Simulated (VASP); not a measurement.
# CrAgO2 (R-3m) in VASP: notebook

The runs below take CrAgO2 through single point, with LDA+U.

Program: VASP 6.6.1. These are calculated values, not measurements. Logs are shortened: lines on timing, memory, paths and dates and some standing lists are left out, and cuts for length are marked.

## Step 1: The cell of the first run

The structure is trigonal, space group R-3m (No. 166). Conventional cell: a = 2.985 Å, b = 2.985 Å, c = 18.510 Å, α = 90.00°, β = 90.00°, γ = 120.00°. Within 2.6 Å of Cr (site symmetry -3m) lie 6 O at 2.00 Å. Ag (site symmetry -3m) has 2 O at 2.07 Å within 2.7 Å. Within 2.6 Å of O (site symmetry 3m) lie 3 Cr at 2.00 Å and 1 Ag at 2.07 Å.

## Step 2: Single point, LDA+U, collinear spin, ferromagnetic start

INCAR reads:

```
SYSTEM = CrAgO2
  PREC = Accurate
  ENCUT = 520
  EDIFF = 1E-6
  ISMEAR = 0
  SIGMA = 0.05
  LREAL = .FALSE.
  LASPH = .TRUE.
  NELM = 150
  ALGO = Normal
  ISIF = 2
  LWAVE = .FALSE.
  LCHARG = .TRUE.
  ISPIN = 2
  MAGMOM = 3 0 0 0
  LORBIT = 11
  LMAXMIX = 4
  LDAU = .TRUE.
  LDAUTYPE = 1
  LDAUL = 2 -1 -1
  LDAUU = 6 0 0
  LDAUJ = 0.7 0 0
  LDAUPRINT = 1
  GGA = CA
  LELF = .TRUE.
  LVHAR = .TRUE.
  NBANDS = 30
```

KPOINTS reads:

```
Automatic mesh
0
G
  7 7 7
  0 0 0
```

POSCAR reads:

```
CrAgO2
1.0
    1.4925004200      0.8616955200      6.1699979900
   -1.4925004200      0.8616955200      6.1699979900
    0.0000000000     -1.7233910300      6.1699979900
Cr Ag O
1 1 2
Direct
    0.5000000000      0.5000000000      0.5000000000
    0.0000000000      0.0000000000      0.0000000000
    0.1119000000      0.1119000000      0.1119000000
    0.8881000000      0.8881000000      0.8881000000
```

Potentials or basis: VASP PAW LDA potentials, release 64 (Cr_pv, Ag, O).

The run is started by

```
> cat potpaw_LDA.64/Cr_pv/POTCAR potpaw_LDA.64/Ag/POTCAR potpaw_LDA.64/O/POTCAR > POTCAR
> mpirun -np 1 vasp_std > vasp.out
```

OUTCAR:

```text
SYSTEM = CrAgO2
   PREC = Accurate
   ENCUT = 520
   EDIFF = 1E-6
   ISMEAR = 0
   LREAL = .FALSE.
   LASPH = .TRUE.
   NELM = 150
   ISIF = 2
   ISPIN = 2
   LORBIT = 11
   GGA = CA

 ion  position               nearest neighbor table
   1  0.500  0.500  0.500-   3 2.00   4 2.00   3 2.00   3 2.00   4 2.00   4 2.00
   2  0.000  0.000  0.000-   3 2.07   4 2.07
   3  0.112  0.112  0.112-   1 2.00   1 2.00   1 2.00   2 2.07
   4  0.888  0.888  0.888-   1 2.00   1 2.00   1 2.00   2 2.07

  LATTYP: Found a trigonal (rhomboedric) cell.
 ALAT       =     6.4061651453
 COS(alpha) =     0.8914417941

  Lattice vectors:

 A1 = (   1.4925004200,   0.8616955200,   6.1699979900)
 A2 = (  -1.4925004200,   0.8616955200,   6.1699979900)
 A3 = (   0.0000000000,  -1.7233910300,   6.1699979900)

Analysis of symmetry for initial positions (statically):
=====================================================================
 Subroutine PRICEL returns:
 Original cell was already a primitive cell.

 Routine SETGRP: Setting up the symmetry group for a
 trigonal (rhombohedral) supercell.

 Subroutine GETGRP returns: Found 12 space group operations
 (whereof 12 operations were pure point group operations)
 out of a pool of 12 trial point group operations.

The static configuration has the point symmetry D_3d.

Analysis of symmetry for dynamics (positions and initial velocities):
=====================================================================
 Subroutine PRICEL returns:
 Original cell was already a primitive cell.

 Routine SETGRP: Setting up the symmetry group for a
 trigonal (rhombohedral) supercell.

 Subroutine GETGRP returns: Found 12 space group operations
 (whereof 12 operations were pure point group operations)
 out of a pool of 12 trial point group operations.

The dynamic configuration has the point symmetry D_3d.

Analysis of structural, dynamic, and magnetic symmetry:
=====================================================================
 Subroutine PRICEL returns:
 Original cell was already a primitive cell.

 Routine SETGRP: Setting up the symmetry group for a
 trigonal (rhombohedral) supercell.

 Subroutine GETGRP returns: Found 12 space group operations
 (whereof 12 operations were pure point group operations)
 out of a pool of 12 trial point group operations.

The overall configuration has the point symmetry D_3d.

 Subroutine INISYM returns: Found 12 space group operations
 (whereof 12 operations are pure point group operations),
 and found     1 'primitive' translations

----------------------------------------------------------------------------------------

                                     Primitive cell

  volume of cell :      47.6107

  direct lattice vectors                    reciprocal lattice vectors
     1.492500420  0.861695520  6.169997990     0.335008281  0.193417122  0.054024869
    -1.492500420  0.861695520  6.169997990    -0.335008281  0.193417122  0.054024869
     0.000000000 -1.723391030  6.169997990     0.000000000 -0.386834244  0.054024869

  length of vectors
     6.406165145  6.406165145  6.406165143     0.390588553  0.390588553  0.390588554

  position of ions in fractional coordinates (direct lattice)
     0.500000000  0.500000000  0.500000000
     0.000000000  0.000000000  0.000000000
     0.111900000  0.111900000  0.111900000
     0.888100000  0.888100000  0.888100000

  ion indices of the primitive-cell ions
   primitive index   ion index
                 1           1
                 2           2
                 3           3
                 4           4

----------------------------------------------------------------------------------------

 KPOINTS: Automatic mesh

Automatic generation of k-mesh.
 Grid dimensions read from file:
 generate k-points for:    7    7    7

 Generating k-lattice:

  Cartesian coordinates                     Fractional coordinates (reciprocal lattice)
     0.047858326  0.027631017  0.007717838     0.142857143  0.000000000 -0.000000000
    -0.047858326  0.027631017  0.007717838     0.000000000  0.142857143 -0.000000000
     0.000000000 -0.055262035  0.007717838     0.000000000  0.000000000  0.142857143

  Length of vectors
     0.055798365  0.055798365  0.055798365

  Shift w.r.t. Gamma in fractional coordinates (k-lattice)
     0.000000000  0.000000000  0.000000000

 Subroutine IBZKPT returns following result:
 ===========================================

 Found     44 irreducible k-points:

 Following reciprocal coordinates:
            Coordinates               Weight
  0.000000  0.000000  0.000000      1.000000
  0.142857 -0.000000  0.000000      6.000000
  0.285714  0.000000  0.000000      6.000000
  0.428571 -0.000000  0.000000      6.000000
  0.142857  0.142857  0.000000      6.000000
  0.285714  0.142857  0.000000     12.000000
[... 16 lines left out ...]
  0.285714  0.285714  0.142857      6.000000
  0.428571  0.285714  0.142857     12.000000
 [... further k-points ...]
   k-points           NKPTS =     44   k-points in BZ     NKDIM =     44   number of bands    NBANDS=     30
   number of dos      NEDOS =    301   number of ions     NIONS =      4
   total plane-waves  NPLWV = 110592
   dimension x,y,z NGX =    48 NGY =   48 NGZ =   48
   dimension x,y,z NGXF=    96 NGYF=   96 NGZF=   96
   ions per type =               1   1   2
   NGX,Y,Z   is equivalent  to a cutoff of  12.46, 12.46, 12.46 a.u.
   NGXF,Y,Z  is equivalent  to a cutoff of  24.91, 24.91, 24.91 a.u.
 SYSTEM =  CrAgO2
   PREC   = accura    normal or accurate (medium, high low for compatibility)
   ISTART =      0    job   : 0-new  1-cont  2-samecut
   ICHARG =      2    charge: 1-file 2-atom 10-const
   ISPIN  =      2    spin polarized calculation?
   LNONCOLLINEAR =      F non collinear calculations
   LSORBIT =      F    spin-orbit coupling
   LASPH  =      T    aspherical Exc in radial PAW
   ENCUT  =  520.0 eV  38.22 Ry    6.18 a.u.  11.91 11.91 11.91*2*pi/ulx,y,z
   NELM   =    150;   NELMIN=  2; NELMDL= -5     # of ELM steps
   EDIFF  = 0.1E-05   stopping-criterion for ELM
   LREAL  =      F    real-space projection
   EDIFFG = 0.1E-04   stopping-criterion for IOM
   NSW    =      0    number of steps for IOM
   IBRION =     -1    ionic relax: 0-MD 1-quasi-New 2-CG
   NFREE  =      0    steps in history (QN), initial steepest desc. (CG)
   ISIF   =      2    stress and relaxation
   ISYM   =      2    0-nonsym 1-usesym 2-fastsym
   POTIM  = 0.5000    time-step for ionic-motion
   TEBEG  =    0.0;   TEEND  =   0.0 temperature during run
   PSTRESS=    0.0 pullay stress
   NELECT =      35.0000    total number of electrons
   NUPDOWN=      -1.0000    fix difference up-down
   EMIN   =  10.00;   EMAX   =-10.00  energy-range for DOS
   EFERMI =   0.00;   METHOD = LEGACY
   ISMEAR =     0;   SIGMA  =   0.05  broadening in eV -4-tet -1-fermi 0-gaus
   EFERMI_NEDOS =   21; number of points for ismear=-14 and -15
   IALGO  =     38    algorithm
   IMIX   =      4    mixing-type and parameters
     AMIX     =   0.40;   BMIX     =  1.00
     AMIX_MAG =   1.60;   BMIX_MAG =  1.00
  volume/ion in A,a.u.               =      11.90        80.32
  Fermi-wavevector in a.u.,A,eV,Ry     =   1.477506  2.792082 29.701854  2.183025
  Thomas-Fermi vector in A             =   2.591902
   LORBIT       =     11    0 simple, 1 ext, 2 COOP (PROOUT), +10 PAW based schemes
 LDA+U is selected, type is set to LDAUTYPE =  1
   angular momentum for each species LDAUL =     2   -1   -1
   U (eV)           for each species LDAUU =   6.0  0.0  0.0
   J (eV)           for each species LDAUJ =   0.7  0.0  0.0
   GGA     = CA    functional components
   LHFCALC =     F    Hartree Fock is set to
   AEXX    =    0.0000 exact exchange contribution
   IVDW    =     0    specifies the selected vdW correction
   LEPSILON=     F    determine dielectric tensor
   LRPA    =     F    only Hartree local field effects (RPA)
 spin polarized calculation
 Gauss-broadening in eV      SIGMA  =   0.05
  energy-cutoff  :      520.00
  volume of cell :       47.61
 maximum number of plane-waves:      1310
   NGX = 23   NGY = 23   NGZ = 23

atom =   1  type =  1  l = 2

 onsite density matrix

spin component  1

  0.7151  0.0000  0.0000  0.3206  0.0000
  0.0000  0.5354 -0.0000  0.0000  0.3206
  0.0000 -0.0000  0.9536 -0.0000 -0.0000
  0.3206  0.0000 -0.0000  0.5354  0.0000
  0.0000  0.3206 -0.0000  0.0000  0.7151

spin component  2

  0.1206  0.0000 -0.0000 -0.0869  0.0000
  0.0000  0.1514  0.0000 -0.0000 -0.0869
 -0.0000  0.0000  0.0372  0.0000 -0.0000
 -0.0869 -0.0000  0.0000  0.1514 -0.0000
  0.0000 -0.0869 -0.0000 -0.0000  0.1206

 occupancies and eigenvectors

  o =  0.0372  v =  0.0000  0.0000  0.0000  0.0000  0.0000  0.0000 -0.0000 -1.0000  0.0000 -0.0000      0.0000  0.0000  0.0000  0.0000  0.0000  0.0000  0.0000  0.0000  0.0000  0.0000
  o =  0.0478  v =  0.0000  0.0000  0.0000  0.0000  0.0000  0.0000  0.6425 -0.0000  0.0000  0.7662      0.0000  0.0000  0.0000  0.0000  0.0000  0.0000  0.0000  0.0000  0.0000  0.0000
  o =  0.0478  v =  0.0000  0.0000  0.0000  0.0000  0.0000 -0.7662  0.0000 -0.0000 -0.6425  0.0000      0.0000  0.0000  0.0000  0.0000  0.0000  0.0000  0.0000  0.0000  0.0000  0.0000
  o =  0.2243  v =  0.0000  0.0000  0.0000  0.0000  0.0000  0.0000 -0.7662 -0.0000 -0.0000  0.6425      0.0000  0.0000  0.0000  0.0000  0.0000  0.0000  0.0000  0.0000  0.0000  0.0000
  o =  0.2243  v =  0.0000  0.0000  0.0000  0.0000  0.0000 -0.6425  0.0000  0.0000  0.7662 -0.0000      0.0000  0.0000  0.0000  0.0000  0.0000  0.0000  0.0000  0.0000  0.0000  0.0000
  o =  0.2923  v =  0.0000 -0.7968  0.0000  0.0000  0.6043  0.0000  0.0000  0.0000  0.0000  0.0000      0.0000  0.0000  0.0000  0.0000  0.0000  0.0000  0.0000  0.0000  0.0000  0.0000
  o =  0.2923  v = -0.6043  0.0000  0.0000  0.7968  0.0000  0.0000  0.0000  0.0000  0.0000  0.0000      0.0000  0.0000  0.0000  0.0000  0.0000  0.0000  0.0000  0.0000  0.0000  0.0000
  o =  0.9536  v =  0.0000 -0.0000 -1.0000  0.0000 -0.0000  0.0000  0.0000  0.0000  0.0000  0.0000      0.0000  0.0000  0.0000  0.0000  0.0000  0.0000  0.0000  0.0000  0.0000  0.0000
  o =  0.9582  v =  0.0000  0.6043 -0.0000 -0.0000  0.7968  0.0000  0.0000  0.0000  0.0000  0.0000      0.0000  0.0000  0.0000  0.0000  0.0000  0.0000  0.0000  0.0000  0.0000  0.0000
  o =  0.9582  v = -0.7968  0.0000 -0.0000 -0.6043 -0.0000  0.0000  0.0000  0.0000  0.0000  0.0000      0.0000  0.0000  0.0000  0.0000  0.0000  0.0000  0.0000  0.0000  0.0000  0.0000

 number of electron      34.9999998 magnetization       2.9999574

 Free energy of the ion-electron system (eV)
  ---------------------------------------------------
  ext. energy  EPLUGINS =         0.00000000
  ---------------------------------------------------
  free energy    TOTEN  =       -28.12790976 eV

  energy without entropy =      -28.12790976  energy(sigma->0) =      -28.12790976

 E-fermi :   5.7864     XC(G=0): -12.1883

 val. band max:        5.5656531084   @ k =  -0.4286   0.4286   0.0000
 cond. band min:       7.4079803355   @ k =   0.0000   0.0000   0.0000
 fundamental gap:      1.8423272271
 Fermi energy:         5.7864131639

 spin component 1

 k-point     1 :       0.0000    0.0000    0.0000
  band No.  band energies     occupation
      1     -37.9221      1.00000
      2     -37.8875      1.00000
      3     -37.8875      1.00000
      4     -13.1552      1.00000
      5     -11.5646      1.00000
      6      -2.0139      1.00000
[... 1529 lines left out ...]
     28      20.3401      0.00000
     29      20.7488      0.00000

 [... further k-points ...]

 [bands above 29 left out]

------------------------ aborting loop because EDIFF is reached ----------------------------------------

  FORCE on cell =-STRESS in cart. coord.  units (eV):
  Direction    XX          YY          ZZ          XY          YZ          ZX
  --------------------------------------------------------------------------------------
  -------------------------------------------------------------------------------------
  Total       -0.5871885     -0.5871885     -2.0300270      0.0000000     -0.0000000     -0.0000000
  in kB      -19.7598456    -19.7598455    -68.3137038      0.0000000     -0.0000000     -0.0000000
  external PRESSURE =     -35.9444650 kB  Pullay stress =       0.0000000 kB

 VOLUME and BASIS-vectors are now :
 -----------------------------------------------------------------------------
  energy-cutoff  :      520.00
  volume of cell :       47.61
      direct lattice vectors                 reciprocal lattice vectors
     1.492500420  0.861695520  6.169997990     0.335008281  0.193417122  0.054024869
    -1.492500420  0.861695520  6.169997990    -0.335008281  0.193417122  0.054024869
     0.000000000 -1.723391030  6.169997990     0.000000000 -0.386834244  0.054024869

 POSITION                                       TOTAL-FORCE (eV/Angst)
 -----------------------------------------------------------------------------------
      0.00000      0.00000      9.25500        -0.000000     -0.000000      0.000000
      0.00000      0.00000      0.00000         0.000000      0.000000     -0.000000
      0.00000      0.00000      2.07127         0.000000      0.000000      0.038390
      0.00000      0.00000     16.43873         0.000000     -0.000000     -0.038390
 -----------------------------------------------------------------------------------
    total drift:                               -0.000000     -0.000000     -0.000000

  FREE ENERGIE OF THE ION-ELECTRON SYSTEM (eV)
  ---------------------------------------------------
  free  energy   TOTEN  =       -28.1279097622 eV

  energy  without entropy=      -28.1279097622  energy(sigma->0) =      -28.12790976

 total charge

# of ion       s       p       d       tot
------------------------------------------
    1        0.307   6.361   4.005  10.673
    2        0.407   0.279   9.164   9.850
    3        1.541   3.476   0.000   5.017
    4        1.541   3.476   0.000   5.017
--------------------------------------------------
tot          3.796  13.592  13.169  30.557

 magnetization (x)

# of ion       s       p       d       tot
------------------------------------------
    1        0.028   0.022   2.867   2.917
    2        0.013   0.006   0.001   0.020
    3       -0.002  -0.014   0.000  -0.017
    4       -0.002  -0.014   0.000  -0.017
--------------------------------------------------
tot          0.036  -0.000   2.868   2.904
```

Run time: 2.4 min. Hardware: 1 thread of Intel Xeon 6975P-C (Granite Rapids), shared host; peak memory 0.34 GiB.

What came out:

```
Free energy                                           : -28.1279 eV
Pressure                                              : -3.6 GPa
Largest force                                         : 0.038 eV/Å
Band gap on the k mesh                                : 1.84 eV, indirect (least direct gap 2.82 eV)
Net moment                                            : 3.00 μB per cell
Site moments                                          : Cr +2.92; Ag +0.02; O -0.02 μB
Valence electrons inside the program's atomic spheres : Cr 10.67; Ag 9.85; O 5.02
```

Forces in eV/Å, atoms in the order of the input:
```
Cr   0.000  0.000  0.000
Ag   0.000  0.000  0.000
O    0.000  0.000  0.038
O    0.000  0.000 -0.038
```

Stress tensor (GPa, compression positive):
```
-1.98  0.00  0.00
 0.00 -1.98  0.00
 0.00  0.00 -6.83
```

Levels at points of the mesh, in eV from the valence-band top:
Spin up:
| k point | band 16 | band 17 | band 18 | band 19 | band 20 | band 21 | band 22 | band 23 |
| --- | --- | --- | --- | --- | --- | --- | --- | --- |
| (0.00, 0.00, 0.00) | -1.91 | -1.91 | -1.56 | -1.56 | 2.26 | 3.93 | 4.22 | 4.22 |
Spin down:
```
           k point  band 13  band 14  band 15  band 16  band 17  band 18  band 19  band 20
(0.00, 0.00, 0.00)    -2.14    -2.14    -1.53    -1.53     1.84     4.33     4.33     5.15
```

Eigenvalues of the final occupation matrices:
| site | spin | trace | eigenvalues |
| --- | --- | --- | --- |
| site 1 d | 1 | 3.45 | 0.29 0.29 0.95 0.96 0.96 |
| site 1 d | 2 | 0.58 | 0.04 0.05 0.05 0.22 0.22 |

Caveat: a cell with one magnetic atom can't hold antiferromagnetic order, which such compounds often take. A k mesh can miss the band edges.

[end of part 1 of 2]
